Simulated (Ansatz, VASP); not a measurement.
One calculation of P, two programs

```xyz
8
Lattice="0.0000 0.0000 2.4032 5.7501 0.0000 0.0000 0.0000 11.5002 0.0000" Properties=species:S:1:pos:R:3 pbc="T T T"
P     4.0286    5.7501    0.0000
P     4.0286    0.0000    0.0000
P     1.7215    5.7501    0.0000
P     1.7215    0.0000    0.0000
P     0.0000    4.0286    0.0000
P     0.0000    9.7787    0.0000
P     0.0000    1.7215    0.0000
P     0.0000    7.4715    0.0000
```

Alike in both runs: task single point; functional PBE; k mesh 8 × 4 × 2; occupations gaussian, width 0.2 eV; no spin polarisation.

|  | VASP | Ansatz |
| --- | --- | --- |
| version | VASP 6.6.1 | Ansatz 0.2.0 |
| potentials or method | VASP PAW PBE potentials, release 64 (P), cutoff 520 eV | scalar-relativistic, plane waves, PAW |
| valence electrons in the cell | 40 | 40 |

|  | VASP | Ansatz | Ansatz less VASP |
| --- | --- | --- | --- |
| gap on the k mesh at the Fermi level (eV) | none | none | - |
| pressure (GPa) | -0.6 | -0.5 | +0.19 |
| traceless stress, the component that is largest in VASP (GPa) | 0.42 | 0.43 | +0.016 |
| rms of the force components (eV/Å) | 0.035 | 0.034 | -0.0010 |

Atom by atom the forces differ by 0.001 eV/Å (rms over components). A gap of «none» marks a metal or a gap that the smearing closes. The functional is the same, so the differences come from potentials, cutoffs and numerics.
